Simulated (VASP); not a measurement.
Crystal: CdS (Greenockite).

```
Cd S
1.0
     4.17748    0.00000    0.00000
    -2.08874    3.61781    0.00000
     0.00000    0.00000    6.78162
Cd S
2 2
Direct
  0.66667 0.33333 0.50000
  0.33333 0.66667 0.00000
  0.66667 0.33333 0.87500
  0.33333 0.66667 0.37500
```

This cell differs from its parent crystal: volume scaled by 1.02.

Base run:

- Program: VASP 6.6.1
- Functional: PBE
- Potentials or basis: VASP PAW PBE potentials, release 64 (Cd, S)
- Cutoff: 520 eV
- k mesh: 7 × 7 × 4
- Occupations: fermi-dirac, width 0.05 eV
- Spin: no spin polarisation

Its results: band gap on the k mesh 1.15 eV, direct; pressure 1.2 GPa; largest force 0.065 eV/Å.

Q: The run is repeated on the same cell with these changes: functional from PBE to RPBE; dispersion from none to D4. What comes out?

A: Band gap on the k mesh 1.34 eV, direct; pressure -0.8 GPa; largest force 0.073 eV/Å.

Several settings changed at once, so the effect can't be laid on one alone.

Caveats: the PAW data sets were made with another functional, which shifts forces and pressure a little (some runs).

